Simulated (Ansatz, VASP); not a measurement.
**C in VASP and in Ansatz**

The input POSCAR:

```
C
1.0
    2.4557290936      0.0000000000      0.0000000000
   -1.2278645468      2.1267237798      0.0000000000
    0.0000000000      0.0000000000     21.7357995567
C
12
Direct
    0.0000000000      0.0000000000      0.9189791265
    0.3333333333      0.6666666667      0.9189758236
    0.0000000000      0.0000000000      0.7476908431
    0.3333333333      0.6666666667      0.7476875402
    0.6666666667      0.3333333333      0.2523124598
    0.0000000000      0.0000000000      0.2523091569
    0.6666666667      0.3333333333      0.0810241764
    0.0000000000      0.0000000000      0.0810208735
    0.3333333333      0.6666666667      0.5856457932
    0.6666666667      0.3333333333      0.5856424902
    0.3333333333      0.6666666667      0.4143575098
    0.6666666667      0.3333333333      0.4143542068
```

The input INCAR.step1:

```
PREC = Accurate
ENCUT = 520
ISMEAR = 0
SIGMA = 0.01
LREAL = F
LASPH = T
NELM = 100
NBANDS = 36
GGA = PE
ALGO = Normal
EDIFF = 1E-4
LWAVE = T
LCHARG = F
```

INCAR.step2

```
PREC = Accurate
ENCUT = 520
EDIFF = 1E-7
ISMEAR = 0
SIGMA = 0.01
LREAL = F
LASPH = T
NELM = 100
ALGO = Normal
ISIF = 2
LWAVE = F
LCHARG = F
METAGGA = R2SCAN
LMIXTAU = T
NBANDS = 36
ISTART = 1
```

Contents of KPOINTS:

```
regular mesh
0
Gamma
  18 18 2
```

Input for Ansatz:

```yaml
crystal:
  lattice:
    - [2.4557290942, 0.0, 0.0]
    - [-1.2278645471, 2.1267237804, 0.0]
    - [0.0, 0.0, 21.7357995501]
  atoms:
    - { symbol: C, position: [0.0, 0.0, 0.9189791269] }
    - { symbol: C, position: [0.3333333333, 0.6666666667, 0.918975824] }
    - { symbol: C, position: [0.0, 0.0, 0.7476908427] }
    - { symbol: C, position: [0.3333333333, 0.6666666667, 0.7476875398] }
    - { symbol: C, position: [0.6666666667, 0.3333333333, 0.2523124602] }
    - { symbol: C, position: [0.0, 0.0, 0.2523091573] }
    - { symbol: C, position: [0.6666666667, 0.3333333333, 0.081024176] }
    - { symbol: C, position: [0.0, 0.0, 0.0810208731] }
    - { symbol: C, position: [0.3333333333, 0.6666666667, 0.5856457936] }
    - { symbol: C, position: [0.6666666667, 0.3333333333, 0.5856424906] }
    - { symbol: C, position: [0.3333333333, 0.6666666667, 0.4143575094] }
    - { symbol: C, position: [0.6666666667, 0.3333333333, 0.4143542064] }
basis:
  ecutwfc: 500
kpoints:
  mp_grid: { grid: [18, 18, 2] }
hamiltonian:
  xc: r2scan
scf:
  occupations: { method: gaussian, width: 0.01 }
output:
  forces: true
  stress: true
  eigenvalues: true
```

Alike in both runs: task single point; functional r2SCAN; k mesh 18 × 18 × 2; occupations gaussian, width 0.01 eV; no spin polarisation.

|  | VASP | Ansatz |
| --- | --- | --- |
| version | VASP 6.6.1 | Ansatz 0.2.0 |
| potentials or method | VASP PAW PBE potentials, release 64 (C), cutoff 520 eV | scalar-relativistic, plane waves, PAW |
| valence electrons in the cell | 48 | 48 |

|  | VASP | Ansatz | Ansatz less VASP |
| --- | --- | --- | --- |
| gap on the k mesh at the Fermi level (eV) | 0.19 | 0.19 | 0.000 |
| least direct gap on the mesh (eV) | 0.19 | 0.19 | 0.000 |
| pressure (GPa) | 0.7 | 0.0 | -0.63 |
| traceless stress, the component that is largest in VASP (GPa) | -0.74 | -0.01 | +0.730 |

VASP's potentials were made for PBE, not for r2SCAN.
